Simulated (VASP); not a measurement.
## Zn7Se8 (a cell with a defect): single point with PBE

The system is Zn7Se8 (a cell with a defect).

```
CELL_PARAMETERS angstrom
0.00000 5.73176 -5.73176
5.73176 5.73176 0.00000
5.73176 0.00000 -5.73176
ATOMIC_POSITIONS crystal
Zn 0.48614 0.01386 0.98614
Zn 0.01386 0.48614 0.98614
Zn 0.01386 0.01386 0.98614
Zn 0.48614 0.48614 0.51386
Zn 0.48614 0.01386 0.51386
Zn 0.01386 0.48614 0.51386
Zn 0.00000 0.00000 0.50000
Se 0.38114 0.38114 0.35659
Se 0.37754 0.87415 0.37415
Se 0.87415 0.37754 0.37415
Se 0.87415 0.87415 0.37415
Se 0.38114 0.38114 0.88114
Se 0.38114 0.85659 0.88114
Se 0.85659 0.38114 0.88114
Se 0.87415 0.87415 0.87754
```

| Property | Result |
| --- | --- |
| Program | VASP 6.6.1 |
| Task | single point |
| Functional | PBE |
| Potentials or basis | VASP PAW PBE potentials, release 64 (Zn, Se) |
| Cutoff | 520 eV |
| k mesh | 2 × 2 × 2 |
| Occupations | gaussian, width 0.02 eV |
| Spin | no spin polarisation |

- Largest force: 0.031 eV/Å

Forces on the atoms (eV/Å):
```
Zn   0.000  0.000 -0.005
Zn   0.005  0.000  0.000
Zn   0.000 -0.005  0.000
Zn   0.000  0.005  0.000
Zn  -0.005  0.000  0.000
Zn   0.000  0.000  0.005
Zn   0.000  0.000  0.000
Se  -0.018  0.018  0.018
Se   0.004 -0.004  0.004
Se  -0.004 -0.004 -0.004
Se   0.004  0.004 -0.004
Se   0.018  0.018 -0.018
Se  -0.018 -0.018 -0.018
Se   0.018 -0.018  0.018
Se  -0.004  0.004  0.004
```

Levels at points of the mesh, in eV from the Fermi level:
```
           k point  band 64  band 65  band 66  band 67  band 68  band 69  band 70  band 71
(0.00, 0.00, 0.00)    -0.78    -0.09    -0.09    -0.09     1.03     2.13     2.13     2.13
(0.50, 0.00, 0.00)    -0.72    -0.72    -0.33    -0.33     2.36     2.53     3.27     3.27
(0.50, 0.50, 0.00)    -1.14    -0.96    -0.59    -0.59     3.50     3.50     3.63     3.70
```

It took 3.6 min on 1 thread of Intel(R) Xeon(R) Platinum 8488C (Sapphire Rapids), on a shared host, peak memory 0.48 GiB.

Caveat: the k points lie up to 0.47 Å⁻¹ apart; the cell carries a net charge on a neutralising background, which shifts energy and pressure; the cell is charged against a uniform background, so pressure and absolute levels hang on convention.
